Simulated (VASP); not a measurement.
The system is Ru.

```
CELL_PARAMETERS angstrom
2.68445 0.00000 0.00000
-1.34222 2.32480 0.00000
0.00000 0.00000 4.34880
ATOMIC_POSITIONS crystal
Ru 0.33333 0.66667 0.25000
Ru 0.66667 0.33333 0.75000
```

```yaml
Program: VASP 6.6.1
Task: relaxation of cell and atoms
Functional: LDA
Potentials_or_basis: VASP PAW LDA potentials, release 64 (Ru_pv)
Cutoff: 600 eV
k_mesh: 19 × 19 × 10
Occupations: fermi-dirac, width 0.08 eV
Spin: no spin polarisation
```

At the start: pressure -11.4 GPa; volume 13.57 Å³/atom.

**Question.** Where does the relaxation end?

**Answer.** Over 8 steps the energy falls by 25.8 meV/atom and the volume is 13.12 Å³/atom (-3.3 %); space group P6_3/mmc (No. 194, to 0.05 Å).

The path:
```csv
step,energy change (eV),largest force (eV/Å),pressure (GPa),volume (Å³)
1,0.0000,0.0000,-11.43,27.14
2,0.4006,0.0000,54.32,23.49
3,-0.0473,0.0000,0.60,26.19
4,-0.0475,0.0000,1.37,26.14
5,-0.0481,0.0000,-1.19,26.35
6,-0.0517,0.0000,-0.08,26.25
7,-0.0517,0.0000,0.20,26.23
8,-0.0517,0.0000,0.04,26.25
```

Final structure:
```
Ru
1.0
     2.67719    0.00000    0.00000
    -1.33860    2.31852    0.00000
     0.00000    0.00000    4.22845
Ru
2
Direct
  0.33333 0.66667 0.25000
  0.66667 0.33333 0.75000
```
